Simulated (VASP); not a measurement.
Input of a VASP 6.6.1 run:

File INCAR:

```
PREC = Accurate ; ENCUT = 520
EDIFF = 1E-6 ; ISMEAR = -1
SIGMA = 0.05 ; LREAL = F
LASPH = T ; NELM = 150
ALGO = Normal ; ISIF = 2
LWAVE = F ; LCHARG = F
ISPIN = 2 ; MAGMOM = 0 2 0 0
LORBIT = 11 ; LMAXMIX = 4
NBANDS = 30
```

Contents of KPOINTS:

```
Automatic mesh
0
Gamma
  10 10 10
```

Contents of POSCAR:

```
VWC2
1.0
    1.5370044730      0.8873899462      4.9988202859
   -1.5370044730      0.8873899462      4.9988202859
    0.0000000000     -1.7747798924      4.9988202859
W V C
1 1 2
Direct
    0.0000000000      0.0000000000      0.0000000000
    0.5000000000      0.5000000000      0.5000000000
    0.2464940000      0.2464940000      0.2464940000
    0.7535060000      0.7535060000      0.7535060000
```

Potentials or basis: VASP PAW LDA potentials, release 64 (W_sv, V_sv, C).

Command:

```console
$ cat potpaw_LDA.64/W_sv/POTCAR potpaw_LDA.64/V_sv/POTCAR potpaw_LDA.64/C/POTCAR > POTCAR
$ mpirun -np 1 vasp_std > vasp.out
```

What does it give for the pressure?

-26.5 GPa.

Estimate the largest force.

0.259 eV/Å.

What does it give for the net moment?

0.00 μB per cell.

Forces in eV/Å, atoms in the order of the input:
```
W    0.000  0.000  0.000
V    0.000  0.000  0.000
C    0.000  0.000  0.259
C    0.000  0.000 -0.259
```

Caveat: the cell stands under tension; the moments typed at the start vanished in this run.
